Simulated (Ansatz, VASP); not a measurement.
## ZnO: VASP beside Ansatz

The input INCAR:

```
ALGO = Normal
EDIFF = 1E-7
ENCUT = 520
GGA = PS
ISIF = 2
ISMEAR = 0
LASPH = T
LCHARG = F
LREAL = F
LWAVE = F
NBANDS = 26
NELM = 100
PREC = Accurate
SIGMA = 0.05
```

KPOINTS

```
k-points
0
Gamma
  9 9 6
```

Contents of POSCAR:

```
ZnO
1.0
    3.2309318303      0.0000000000      0.0000000000
   -1.6154659151      2.7980690429      0.0000000000
    0.0000000000      0.0000000000      5.2153681419
Zn O
2 2
Direct
    0.3333333333      0.6666666667      0.0015754469
    0.6666666667      0.3333333333      0.5015754469
    0.3333333333      0.6666666667      0.4106854153
    0.6666666667      0.3333333333      0.9106854153
```

Input for Ansatz:

```yaml
crystal:
  lattice:
    - [3.2309318303, 0.0, 0.0]
    - [-1.6154659151, 2.7980690429, 0.0]
    - [0.0, 0.0, 5.2153681419]
  atoms:
    - { symbol: Zn, position: [0.3333333333, 0.6666666667, 0.0015754469] }
    - { symbol: Zn, position: [0.6666666667, 0.3333333333, 0.5015754469] }
    - { symbol: O, position: [0.3333333333, 0.6666666667, 0.4106854153] }
    - { symbol: O, position: [0.6666666667, 0.3333333333, 0.9106854153] }
basis:
  ecutwfc: 520.0
kpoints:
  mp_grid: { grid: [9, 9, 6] }
hamiltonian:
  xc: pbesol
  pseudopotentials: { kind: paw, azcp: { folder: soft_1 } }
scf:
  occupations: { method: gaussian, width: 0.05 }
output:
  forces: true
  stress: true
  eigenvalues: true
```

Alike in both runs: task single point; functional PBEsol; k mesh 9 × 9 × 6; occupations gaussian, width 0.05 eV; no spin polarisation.

```csv
,VASP,Ansatz
version,VASP 6.6.1,Ansatz 0.2.0
potentials or method,"VASP PAW PBE potentials, release 64 (Zn, O), cutoff 520 eV","scalar-relativistic, plane waves, PAW"
valence electrons in the cell,36,36
```

Ansatz gave:

* gap on the k mesh at the Fermi level (eV): 0.73
* least direct gap on the mesh (eV): 0.73
* pressure (GPa): 1.5
* traceless stress, the component that is largest in VASP (GPa): -6.61
* rms of the force components (eV/Å): 0.341

Question: What did VASP give for the same quantities?

Answer: gap on the k mesh at the Fermi level (eV): 0.72; least direct gap on the mesh (eV): 0.72; pressure (GPa): 2.4; traceless stress, the component that is largest in VASP (GPa): -7.01; rms of the force components (eV/Å): 0.354.

VASP's potentials were made for PBE, not for PBEsol, and Ansatz warns of the same on its side. Atom by atom the forces differ by 0.012 eV/Å (rms over components).
